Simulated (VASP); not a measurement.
# BaTiO3 in VASP: single point with LDA+U

Aim: the single point of BaTiO3 with LDA+U.

All numbers are computed with VASP 6.6.1; they aren't measurements. Logs are shortened: lines on timing, memory, paths and dates and some standing lists are left out, and cuts for length are marked.

**1. The cell of the first run**

The typed cell holds 10 atoms: a = 5.582 Å, b = 5.582 Å, c = 5.582 Å, α = 90.00°, β = 120.00°, γ = 120.00°.

**2. Single point, LDA+U**

Contents of INCAR:

```
PREC = Accurate
ENCUT = 600
EDIFF = 1E-6
ISMEAR = -1
SIGMA = 0.05
LREAL = False
LASPH = True
NELM = 200
ALGO = Normal
ISIF = 2
LWAVE = False
LCHARG = True
LMAXMIX = 4
LDAU = True
LDAUTYPE = 2
LDAUL = -1 2 -1
LDAUU = 0 5 0
LDAUJ = 0 0 0
LDAUPRINT = 1
GGA = CA
LVHAR = True
NBANDS = 51
GGA_COMPAT = False
KPAR = 4
```

Contents of KPOINTS:

```
regular mesh
0
Gamma
  7 7 6
```

Contents of POSCAR:

```
BaTiO3
1.0
    3.9472961098     -2.7903075102     -2.7912463331
   -3.9460399996     -2.7915013299      2.7916017174
   -3.9480237465      2.7897901518     -2.7906076255
Ba Ti O
2 2 6
Direct
    1.0007456368      0.4999947868      0.5007568837
    1.0007495475      0.9999975942      0.0007571299
    0.5007353673      0.2499892647      0.7507585247
    0.5007352865      0.7499893127      0.2507586920
    0.5007654596      0.5000026061      0.0007525371
    0.5007617340      0.0000017549      0.5007516356
    0.5007629121      0.5000054018      0.5007542949
    0.5007646246      1.0000058796      1.0007526845
    0.0007680789      0.0000058503      0.5007588150
    0.0007713528      0.5000075489      0.0007588026
```

Potentials or basis: VASP PAW LDA potentials, release 64 (Ba_sv, Ti_sv, O).

Started as:

```
$ cat potpaw_LDA.64/Ba_sv/POTCAR potpaw_LDA.64/Ti_sv/POTCAR potpaw_LDA.64/O/POTCAR > POTCAR
$ mpirun -np 4 vasp_std > vasp.out
```

OUTCAR:

```text
PREC = Accurate
   ENCUT = 600
   EDIFF = 1E-6
   ISMEAR = -1
   LREAL = False
   LASPH = True
   NELM = 200
   ISIF = 2
   GGA = CA

 ion  position               nearest neighbor table
   1  0.001  0.500  0.501-   6 2.79  10 2.79   7 2.79   5 2.79   9 2.79   9 2.79   8 2.79   5 2.79
                             8 2.79   6 2.79  10 2.79   7 2.79   4 3.42   3 3.42   3 3.42   4 3.42
   2  0.001  1.000  0.001-   5 2.79   9 2.79   8 2.79  10 2.79  10 2.79   6 2.79   6 2.79   7 2.79
                             7 2.79   5 2.79   9 2.79   8 2.79   3 3.42   4 3.42   4 3.42   4 3.42
   3  0.501  0.250  0.751-   8 1.97   9 1.97   5 1.97   7 1.97   6 1.97  10 1.97   2 3.42   1 3.42
                             1 3.42   1 3.42   2 3.42   2 3.42   2 3.42   1 3.42
   4  0.501  0.750  0.251-  10 1.97   7 1.97   6 1.97   8 1.97   5 1.97   9 1.97   2 3.42   1 3.42
                             2 3.42   1 3.42   2 3.42   1 3.42   1 3.42   2 3.42
   5  0.501  0.500  0.001-   3 1.97   4 1.97   2 2.79   1 2.79   1 2.79   2 2.79
   6  0.501  0.000  0.501-   4 1.97   3 1.97   1 2.79   2 2.79   2 2.79   1 2.79
   7  0.501  0.500  0.501-   4 1.97   3 1.97   1 2.79   2 2.79   2 2.79   1 2.79
   8  0.501  0.000  0.001-   3 1.97   4 1.97   2 2.79   1 2.79   1 2.79   2 2.79
   9  0.001  0.000  0.501-   3 1.97   4 1.97   2 2.79   1 2.79   1 2.79   2 2.79
  10  0.001  0.500  0.001-   4 1.97   3 1.97   1 2.79   2 2.79   2 2.79   1 2.79

  LATTYP: Found a body centered tetragonal cell.
 ALAT       =     5.5819217748
 C/A-ratio  =     1.4141701961

  Lattice vectors:

 A1 = (   0.0012561102,  -5.5818088401,   0.0003553843)
 A2 = (   0.0007276367,   0.0005173584,   5.5818539586)
 A3 = (  -3.9480237465,   2.7897901518,  -2.7906076255)

Analysis of symmetry for initial positions (statically):
=====================================================================
 Subroutine PRICEL returns following result:

  LATTYP: Found a simple tetragonal cell.
 ALAT       =     3.9470199445
 C/A-ratio  =     0.9999654555

  Lattice vectors:

 A1 = (  -3.9470198229,  -0.0008484390,   0.0004898959)
 A2 = (   0.0002762869,  -2.7911559492,  -2.7907564372)
 A3 = (   0.0010039236,  -2.7906385908,   2.7910975214)

   2 primitive cells build up your supercell.

 Routine SETGRP: Setting up the symmetry group for a
 body centered tetragonal supercell.

 Subroutine GETGRP returns: Found  2 space group operations
 (whereof  1 operations were pure point group operations)
 out of a pool of 16 trial point group operations.

The static configuration has the point symmetry C_1 .
 The point group associated with its full space group is C_1h.

Analysis of symmetry for dynamics (positions and initial velocities):
=====================================================================
 Subroutine PRICEL returns following result:

  LATTYP: Found a simple tetragonal cell.
 ALAT       =     3.9470199445
 C/A-ratio  =     0.9999654555

  Lattice vectors:

 A1 = (  -3.9470198229,  -0.0008484390,   0.0004898959)
 A2 = (   0.0002762869,  -2.7911559492,  -2.7907564372)
 A3 = (   0.0010039236,  -2.7906385908,   2.7910975214)

   2 primitive cells build up your supercell.

 Routine SETGRP: Setting up the symmetry group for a
 body centered tetragonal supercell.

 Subroutine GETGRP returns: Found  2 space group operations
 (whereof  1 operations were pure point group operations)
 out of a pool of 16 trial point group operations.

The dynamic configuration has the point symmetry C_1 .
[... 179 lines left out ...]
 -0.0000 -0.0000  0.0000  0.1045 -0.0000
  0.0000 -0.0000 -0.0612 -0.0000  0.2105

spin component  2

  0.1045  0.0000 -0.0000 -0.0000  0.0000
  0.0000  0.2458 -0.0000 -0.0000 -0.0000
 -0.0000 -0.0000  0.1398  0.0000 -0.0612
 -0.0000 -0.0000  0.0000  0.1045 -0.0000
  0.0000 -0.0000 -0.0612 -0.0000  0.2105

 occupancies and eigenvectors

  o =  0.1044  v = -0.7815 -0.0000  0.1337 -0.6045  0.0774  0.0000  0.0000  0.0000  0.0000  0.0000      0.0000  0.0000  0.0000  0.0000  0.0000  0.0000  0.0000  0.0000  0.0000  0.0000
  o =  0.1044  v =  0.0000  0.0000  0.0000  0.0000  0.0000 -0.7815 -0.0000  0.1337 -0.6045  0.0774      0.0000  0.0000  0.0000  0.0000  0.0000  0.0000  0.0000  0.0000  0.0000  0.0000
  o =  0.1045  v = -0.1941 -0.0001 -0.8496  0.0003 -0.4904  0.0000  0.0000  0.0000  0.0000  0.0000      0.0000  0.0000  0.0000  0.0000  0.0000  0.0000  0.0000  0.0000  0.0000  0.0000
  o =  0.1045  v =  0.0000  0.0000  0.0000  0.0000  0.0000 -0.1941 -0.0001 -0.8496  0.0003 -0.4904      0.0000  0.0000  0.0000  0.0000  0.0000  0.0000  0.0000  0.0000  0.0000  0.0000
  o =  0.1045  v =  0.5930 -0.0003 -0.1016 -0.7966 -0.0591  0.0000  0.0000  0.0000  0.0000  0.0000      0.0000  0.0000  0.0000  0.0000  0.0000  0.0000  0.0000  0.0000  0.0000  0.0000
  o =  0.1045  v =  0.0000  0.0000  0.0000  0.0000  0.0000  0.5930 -0.0003 -0.1016 -0.7966 -0.0591      0.0000  0.0000  0.0000  0.0000  0.0000  0.0000  0.0000  0.0000  0.0000  0.0000
  o =  0.2458  v = -0.0002  0.5667  0.4119  0.0000 -0.7136  0.0000  0.0000  0.0000  0.0000  0.0000      0.0000  0.0000  0.0000  0.0000  0.0000  0.0000  0.0000  0.0000  0.0000  0.0000
  o =  0.2458  v =  0.0000  0.0000  0.0000  0.0000  0.0000 -0.0002  0.5667  0.4119  0.0000 -0.7136      0.0000  0.0000  0.0000  0.0000  0.0000  0.0000  0.0000  0.0000  0.0000  0.0000
  o =  0.2458  v =  0.0000  0.0000  0.0000  0.0000  0.0000  0.0003  0.8239 -0.2834 -0.0003  0.4907      0.0000  0.0000  0.0000  0.0000  0.0000  0.0000  0.0000  0.0000  0.0000  0.0000
  o =  0.2458  v =  0.0003  0.8239 -0.2834 -0.0003  0.4907  0.0000  0.0000  0.0000  0.0000  0.0000      0.0000  0.0000  0.0000  0.0000  0.0000  0.0000  0.0000  0.0000  0.0000  0.0000

atom =   4  type =  2  l = 2

 onsite density matrix

spin component  1

  0.1045  0.0000 -0.0000 -0.0000  0.0000
  0.0000  0.2458 -0.0000 -0.0000 -0.0000
 -0.0000 -0.0000  0.1398  0.0000 -0.0612
 -0.0000 -0.0000  0.0000  0.1045 -0.0000
  0.0000 -0.0000 -0.0612 -0.0000  0.2105

spin component  2

  0.1045  0.0000 -0.0000 -0.0000  0.0000
  0.0000  0.2458 -0.0000 -0.0000 -0.0000
 -0.0000 -0.0000  0.1398  0.0000 -0.0612
 -0.0000 -0.0000  0.0000  0.1045 -0.0000
  0.0000 -0.0000 -0.0612 -0.0000  0.2105

 occupancies and eigenvectors

  o =  0.1044  v = -0.7815 -0.0000  0.1337 -0.6045  0.0774  0.0000  0.0000  0.0000  0.0000  0.0000      0.0000  0.0000  0.0000  0.0000  0.0000  0.0000  0.0000  0.0000  0.0000  0.0000
  o =  0.1044  v =  0.0000  0.0000  0.0000  0.0000  0.0000 -0.7815 -0.0000  0.1337 -0.6045  0.0774      0.0000  0.0000  0.0000  0.0000  0.0000  0.0000  0.0000  0.0000  0.0000  0.0000
  o =  0.1045  v = -0.1941 -0.0001 -0.8496  0.0003 -0.4904  0.0000  0.0000  0.0000  0.0000  0.0000      0.0000  0.0000  0.0000  0.0000  0.0000  0.0000  0.0000  0.0000  0.0000  0.0000
  o =  0.1045  v =  0.0000  0.0000  0.0000  0.0000  0.0000 -0.1941 -0.0001 -0.8496  0.0003 -0.4904      0.0000  0.0000  0.0000  0.0000  0.0000  0.0000  0.0000  0.0000  0.0000  0.0000
  o =  0.1045  v =  0.5930 -0.0003 -0.1016 -0.7966 -0.0591  0.0000  0.0000  0.0000  0.0000  0.0000      0.0000  0.0000  0.0000  0.0000  0.0000  0.0000  0.0000  0.0000  0.0000  0.0000
  o =  0.1045  v =  0.0000  0.0000  0.0000  0.0000  0.0000  0.5930 -0.0003 -0.1016 -0.7966 -0.0591      0.0000  0.0000  0.0000  0.0000  0.0000  0.0000  0.0000  0.0000  0.0000  0.0000
  o =  0.2458  v = -0.0002  0.5667  0.4119  0.0000 -0.7136  0.0000  0.0000  0.0000  0.0000  0.0000      0.0000  0.0000  0.0000  0.0000  0.0000  0.0000  0.0000  0.0000  0.0000  0.0000
  o =  0.2458  v =  0.0000  0.0000  0.0000  0.0000  0.0000 -0.0002  0.5667  0.4119  0.0000 -0.7136      0.0000  0.0000  0.0000  0.0000  0.0000  0.0000  0.0000  0.0000  0.0000  0.0000
  o =  0.2458  v =  0.0000  0.0000  0.0000  0.0000  0.0000  0.0003  0.8239 -0.2834 -0.0003  0.4907      0.0000  0.0000  0.0000  0.0000  0.0000  0.0000  0.0000  0.0000  0.0000  0.0000
  o =  0.2458  v =  0.0003  0.8239 -0.2834 -0.0003  0.4907  0.0000  0.0000  0.0000  0.0000  0.0000      0.0000  0.0000  0.0000  0.0000  0.0000  0.0000  0.0000  0.0000  0.0000  0.0000

 number of electron      80.0000013 magnetization

 Free energy of the ion-electron system (eV)
  ---------------------------------------------------
  ext. energy  EPLUGINS =         0.00000000
  ---------------------------------------------------
  free energy    TOTEN  =       -81.47393954 eV

  energy without entropy =      -81.47393954  energy(sigma->0) =      -81.47393954

 E-fermi :   5.2921     XC(G=0): -11.9591

 val. band max:        4.0316086364   @ k =   0.0000   0.0000   0.0000
 cond. band min:       6.3666142945   @ k =   0.0000   0.0000   0.0000
 fundamental gap:      2.3350056581
 Fermi energy:         5.2920895387

 k-point     1 :       0.0000    0.0000    0.0000
  band No.  band energies     occupation
      1     -52.9987      2.00000
      2     -52.9951      2.00000
      3     -29.6293      2.00000
      4     -29.6292      2.00000
      5     -29.6292      2.00000
      6     -29.5808      2.00000
[... 1285 lines left out ...]
     50      10.6462      0.00000
     51      10.7815      0.00000

 [... further k-points ...]

------------------------ aborting loop because EDIFF is reached ----------------------------------------

  FORCE on cell =-STRESS in cart. coord.  units (eV):
  Direction    XX          YY          ZZ          XY          YZ          ZX
  --------------------------------------------------------------------------------------
  -------------------------------------------------------------------------------------
  Total        3.8921070      3.8951319      3.8953172      0.0002179     -0.0031645      0.0001835
  in kB       50.7073904     50.7467993     50.7492139      0.0028386     -0.0412285      0.0023912
  external PRESSURE =      50.7344679 kB  Pullay stress =       0.0000000 kB

 VOLUME and BASIS-vectors are now :
 -----------------------------------------------------------------------------
  energy-cutoff  :      600.00
  volume of cell :      122.98
      direct lattice vectors                 reciprocal lattice vectors
     3.947296110 -2.790307510 -2.791246333     0.000016279 -0.179164796 -0.179135342
    -3.946040000 -2.791501330  2.791601717    -0.126638622 -0.179181890  0.000033116
    -3.948023747  2.789790152 -2.790607625    -0.126700017 -0.000039917 -0.179135426

 POSITION                                       TOTAL-FORCE (eV/Angst)
 -----------------------------------------------------------------------------------
     -3.94706     -0.00081     -0.00371         0.000064     -0.000047     -0.000043
     -3.94606     -2.79147      2.78739         0.000064     -0.000047     -0.000043
     -1.97393     -0.00059     -2.79488         0.000658     -0.000783     -0.000147
     -1.97294     -2.79124     -0.00377         0.000658     -0.000783     -0.000147
      0.00067     -2.79095     -0.00405        -0.000643      0.000039      0.000012
     -0.00033     -0.00029     -2.79515        -0.000643      0.000039      0.000012
     -1.97337     -1.39605     -1.39935        -0.000043      0.000322     -0.000262
      1.97367     -1.39520     -1.39984        -0.000043      0.000322     -0.000262
     -1.97400      1.39485     -1.39955        -0.000036      0.000469      0.000441
     -1.97300     -1.39581      1.39155        -0.000036      0.000469      0.000441
 -----------------------------------------------------------------------------------
    total drift:                                0.012394      0.008791      0.009101

  FREE ENERGIE OF THE ION-ELECTRON SYSTEM (eV)
  ---------------------------------------------------
  free  energy   TOTEN  =       -81.4739395426 eV

  energy  without entropy=      -81.4739395426  energy(sigma->0) =      -81.47393954
```

Run time: 3.5 min. Hardware: 4 MPI ranks of Intel Xeon 6975P-C (Granite Rapids), shared host; peak memory 0.94 GiB.

What came out:

| Quantity | Value |
| --- | --- |
| Free energy | -81.4739 eV |
| Pressure | 5.1 GPa |
| Band gap on the k mesh | 2.33 eV |

Levels at points of the mesh, in eV from the valence-band top:
| k point | band 36 | band 37 | band 38 | band 39 | band 40 | band 41 | band 42 | band 43 | band 44 | band 45 |
| --- | --- | --- | --- | --- | --- | --- | --- | --- | --- | --- |
| (0.00, 0.00, 0.00) | -0.15 | -0.15 | 0.00 | 0.00 | 0.00 | 2.33 | 2.34 | 2.34 | 4.27 | 4.27 |
| (0.00, 0.00, 0.50) | -0.74 | -0.74 | -0.74 | -0.64 | -0.64 | 3.84 | 3.84 | 3.84 | 3.84 | 3.88 |

Eigenvalues of the final occupation matrices:
```csv
site,spin,trace,eigenvalues
site 3 d,1,0.81,0.10 0.10 0.10 0.25 0.25
site 3 d,2,0.81,0.10 0.10 0.10 0.25 0.25
site 4 d,1,0.81,0.10 0.10 0.10 0.25 0.25
site 4 d,2,0.81,0.10 0.10 0.10 0.25 0.25
```

Caveat: the cell stands under pressure; spin-orbit coupling is left out, which moves the levels of the heavy elements.
